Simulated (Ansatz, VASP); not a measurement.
## Sc3CoO4: VASP beside Ansatz

```
Sc Co O
1.0
     0.00000    4.47891    0.00000
     3.46731    0.00000    0.00000
     1.73366    2.23946   -6.14031
Sc Co O
3 1 4
Direct
  0.00000 0.50000 0.00000
  0.68806 0.68806 0.62388
  0.31194 0.31194 0.37612
  0.50000 0.00000 0.00000
  0.04137 0.87507 0.24986
  0.70877 0.87507 0.24986
  0.95863 0.12493 0.75014
  0.29123 0.12493 0.75014
```

Alike in both runs: task single point; functional r2SCAN; k mesh 5 × 5 × 5; occupations gaussian, width 0.0293 eV; no spin polarisation.

|  | VASP | Ansatz |
| --- | --- | --- |
| version | VASP 6.6.1 | Ansatz 0.2.0 |
| potentials or method | VASP PAW PBE potentials, release 64 (Sc_sv, Co, O), cutoff 520 eV | PAW plane waves |
| valence electrons in the cell | 66 | 74 |

|  | VASP | Ansatz | Ansatz less VASP |
| --- | --- | --- | --- |
| gap on the k mesh at the Fermi level (eV) | none | none | - |
| pressure (GPa) | 3.4 | 2.4 | -0.97 |
| traceless stress, the component that is largest in VASP (GPa) | 41.61 | 41.00 | -0.613 |
| rms of the force components (eV/Å) | 3.759 | 3.677 | -0.0812 |

VASP's potentials were made for PBE, not for r2SCAN. Atom by atom the forces differ by 0.081 eV/Å (rms over components). A gap of «none» marks a metal or a gap that the smearing closes. VASP's potentials hold 66 valence electrons a cell and Ansatz's 74, so a difference there can come from the potentials and not from the codes. Ansatz's warnings: structure snapped to symmetry.

The k mesh is coarse, so the values compare programs but aren't converged.
